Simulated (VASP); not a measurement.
CdSe, 2 atoms in the cell. Symmetry: R3m, No. 160, trigonal system. The conventional cell has a = 4.290 Å, b = 4.290 Å, c = 10.588 Å, α = 90.00°, β = 90.00°, γ = 120.00°. Cd (site symmetry 3m) has 4 Se at 2.63 to 2.64 Å within 3.5 Å. Se (site symmetry 3m) has 4 Cd at 2.63 to 2.64 Å within 3.5 Å.  This cell differs from its parent crystal: equal xy, yz and zx engineering shears of +0.5 %.

* Program: VASP 6.6.1
* Task: single point
* Functional: PBEsol
* Potentials or basis: VASP PAW PBE potentials, release 64 (Cd, Se)
* Cutoff: 520 eV
* k mesh: 6 × 6 × 6
* Occupations: gaussian, width 0.01 eV
* Spin: no spin polarisation
* Dipole correction: no
* Further INCAR settings: ALGO = Normal; EDIFF = 1e-07; NBANDS = 16

Potentials or basis: VASP PAW PBE potentials, release 64 (Cd, Se).

Launch:

```bash
$ cat potpaw_PBE.64/Cd/POTCAR potpaw_PBE.64/Se/POTCAR > POTCAR
$ mpirun -np 1 vasp_std > vasp.out
```

Hardware: 1 thread of Intel Xeon 6975P-C, with other jobs on the host.

**Question.** How long does it take, and how much memory?

**Answer.** Run time: 20 s on 1 thread of Intel Xeon 6975P-C, with other jobs on the host, peak memory 0.19 GiB. Counts: scf iterations 14, k points 32.
